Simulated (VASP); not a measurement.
Input of a VASP 6.6.1 run:

INCAR

```
PREC = Accurate
ENCUT = 600
EDIFF = 1E-7
ISMEAR = -1
SIGMA = 0.05
LREAL = F
LASPH = T
NELM = 80
ALGO = Normal
ISIF = 3
LWAVE = F
LCHARG = F
GGA = RE
IVDW = 12
IBRION = 2
NSW = 80
EDIFFG = -0.005
```

The input KPOINTS:

```
Automatic mesh
0
Gamma
  10 10 5
```

File POSCAR:

```
Hf
1.0
    3.1967000000      0.0000000000      0.0000000000
   -1.5983500000      2.7684234083      0.0000000000
    0.0000000000      0.0000000000      5.0578000000
Hf
2
Direct
    0.6666666667      0.3333333333      0.7500000000
    0.3333333333      0.6666666667      0.2500000000
```

Potentials or basis: VASP PAW PBE potentials, release 64 (Hf_pv).

The run is started by

```sh
$ cat potpaw_PBE.64/Hf_pv/POTCAR > POTCAR
$ mpirun -np 1 vasp_std > vasp.out
```

**Question.** Predict the relaxed volume.

**Answer.** 21.63 Å³/atom.

**Question.** Predict the space group after relaxing (to 0.05 Å).

**Answer.** P6_3/mmc (No. 194).

**Question.** What does it give for the band gap on the k mesh?

**Answer.** Zero (band 10 reaches 6.43 eV, above the bottom of band 11 at 4.89 eV).

**Question.** Estimate the dispersion energy per atom.

**Answer.** -0.815 eV.

Final structure:
```cif
data_structure
_symmetry_space_group_name_H-M 'P 1'
_symmetry_Int_Tables_number 1
_cell_length_a 3.1621
_cell_length_b 3.1621
_cell_length_c 4.9955
_cell_angle_alpha 90.000
_cell_angle_beta 90.000
_cell_angle_gamma 120.000
_cell_volume 43.26
loop_
_atom_site_label
_atom_site_type_symbol
_atom_site_fract_x
_atom_site_fract_y
_atom_site_fract_z
_atom_site_occupancy
Hf1 Hf 0.66667 0.33333 0.75000 1
Hf2 Hf 0.33333 0.66667 0.25000 1
```

Caveat: the PAW data sets were made with another functional, which shifts forces and pressure a little; spin-orbit coupling is left out, which moves the levels of the heavy elements; pairwise dispersion overbinds metals, which lowers pressure and volume.
